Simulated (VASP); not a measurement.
Input of a VASP 6.6.1 run:

File POSCAR:

```
Ca
1.0
   -2.2400000000      2.3072000000      2.2400000000
    2.2400000000     -2.3072000000      2.2400000000
    2.2400000000      2.3072000000     -2.2400000000
Ca
1
Direct
    0.0000000000      0.0000000000      0.0000000000
```

INCAR.step1

```
  PREC = Accurate
  ENCUT = 550
  ISMEAR = 0
  SIGMA = 0.15
  LREAL = F
  LASPH = T
  NELM = 120
  NBANDS = 11
  GGA = PE
  ALGO = Normal
  EDIFF = 1E-5
  LWAVE = T
  LCHARG = F
  GGA_COMPAT = F
```

The input INCAR.step2:

```
  PREC = Accurate
  ENCUT = 550
  EDIFF = 1E-6
  ISMEAR = 0
  SIGMA = 0.15
  LREAL = F
  LASPH = T
  NELM = 120
  ALGO = Normal
  ISIF = 2
  LWAVE = F
  LCHARG = F
  METAGGA = R2SCAN
  LMIXTAU = T
  NBANDS = 11
  ISTART = 1
  GGA_COMPAT = F
```

KPOINTS

```
Automatic mesh
0
Gamma
  16 16 16
```

Potentials or basis: VASP PAW PBE potentials, release 64 (Ca_sv).

Command:

```console
$ cat potpaw_PBE.64/Ca_sv/POTCAR > POTCAR
$ cp INCAR.step1 INCAR
$ mpirun -np 1 vasp_std > vasp.out
$ cp INCAR.step2 INCAR
$ mpirun -np 1 vasp_std > vasp.out
```

Problem. What does it give for the band gap on the k mesh?

Solution. Zero (bands 5 and 6 overlap by 0.60 eV).

Problem. Estimate the pressure.

Solution. -1.0 GPa.

Caveat: the cell differs from its parent crystal (strain +0.0300 x Voigt [0, 1, 0, 0, 0, 0]); the PAW data sets were made with another functional, which shifts forces and pressure a little.
